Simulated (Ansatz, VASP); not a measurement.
One calculation of Hg, two programs

```xyz
1
Lattice="1.7463 1.0082 2.1479 -1.7463 1.0082 2.1479 0.0000 -2.0165 2.1479" Properties=species:S:1:pos:R:3 pbc="T T T"
Hg   -1.7463    1.0082    2.1479
```

Alike in both runs: task single point; functional LDA; k mesh 11 × 11 × 11; occupations methfessel-paxton of order 1, width 0.1 eV; no spin polarisation.

|  | VASP | Ansatz |
| --- | --- | --- |
| version | VASP 6.6.1 | Ansatz 0.2.0 |
| potentials or method | VASP PAW LDA potentials, release 64 (Hg), cutoff 520 eV | plane waves (420 eV) with PAW, scalar-relativistic |
| valence electrons in the cell | 12 | 20 |

|  | VASP | Ansatz | Ansatz less VASP |
| --- | --- | --- | --- |
| pressure (GPa) | 0.9 | 0.2 | -0.71 |
| traceless stress, the component that is largest in VASP (GPa) | 0.52 | 0.17 | -0.357 |

Ansatz warns that its potentials were made for another functional, while VASP's fit it. LDA's correlation is that of Perdew and Zunger in VASP and of Perdew and Wang (1992) in Ansatz. VASP's potentials hold 12 valence electrons a cell and Ansatz's 20, so a difference there can come from the potentials and not from the codes.

Neither program's run includes spin-orbit coupling.
